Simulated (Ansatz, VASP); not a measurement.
# Two plane-wave programs on AlN

File INCAR:

```
SYSTEM = AlN
PREC = Accurate
ENCUT = 520
EDIFF = 1E-7
ISMEAR = 0
SIGMA = 0.02
LREAL = .False.
LASPH = .True.
NELM = 60
ALGO = Normal
ISIF = 2
LWAVE = .False.
LCHARG = .False.
GGA = PE
NBANDS = 11
```

Contents of KPOINTS:

```
Automatic mesh
0
Gamma
  10 10 10
  0 0 0
```

File POSCAR:

```
AlN
1.0
   -0.0121460725      1.9779787448      1.9474609748
    1.9779787448     -0.0121460725      1.9474609748
    1.9658326723      1.9658326723      0.0000000000
Al N
1 1
Direct
    0.5147455073      0.5147455073      0.4852544927
   -0.0147455073     -0.0147455073      0.0147455073
```

Input for Ansatz:

```yaml
crystal:
  lattice:
    - [-0.0121460725, 1.9779787448, 1.9474609748]
    - [1.9779787448, -0.0121460725, 1.9474609748]
    - [1.9658326723, 1.9658326723, 0.0]
  atoms:
    - { symbol: Al, position: [0.5147455073, 0.5147455073, 0.4852544927] }
    - { symbol: "N", position: [-0.0147455073, -0.0147455073, 0.0147455073] }
basis:
  ecutwfc: 420
kpoints:
  mp_grid: { grid: [10, 10, 10] }
hamiltonian:
  xc: pbe
scf:
  occupations: { method: gaussian, width: 0.02 }
output:
  forces: true
  stress: true
  eigenvalues: true
```

Alike in both runs: task single point; functional PBE; k mesh 10 × 10 × 10; occupations gaussian, width 0.02 eV; no spin polarisation.

```csv
,VASP,Ansatz
version,VASP 6.6.1,Ansatz 0.2.0
potentials or method,"VASP PAW PBE potentials, release 64 (Al, N), cutoff 520 eV","scalar-relativistic, plane waves, PAW"
valence electrons in the cell,8,8
```

Ansatz gave:

* gap on the k mesh at the Fermi level (eV): 4.82
* least direct gap on the mesh (eV): 6.70
* pressure (GPa): 34.4
* traceless stress, the component that is largest in VASP (GPa): 12.57
* rms of the force components (eV/Å): 0.912

Question: Estimate VASP's values.

Answer: gap on the k mesh at the Fermi level (eV): 4.82; least direct gap on the mesh (eV): 6.72; pressure (GPa): 34.1; traceless stress, the component that is largest in VASP (GPa): 12.66; rms of the force components (eV/Å): 0.916.

Atom by atom the forces differ by 0.004 eV/Å (rms over components). Both programs put the cell under a high pressure, so it lies far from rest at this level. With one functional, cell and mesh, what is left measures potentials, basis and numerics.
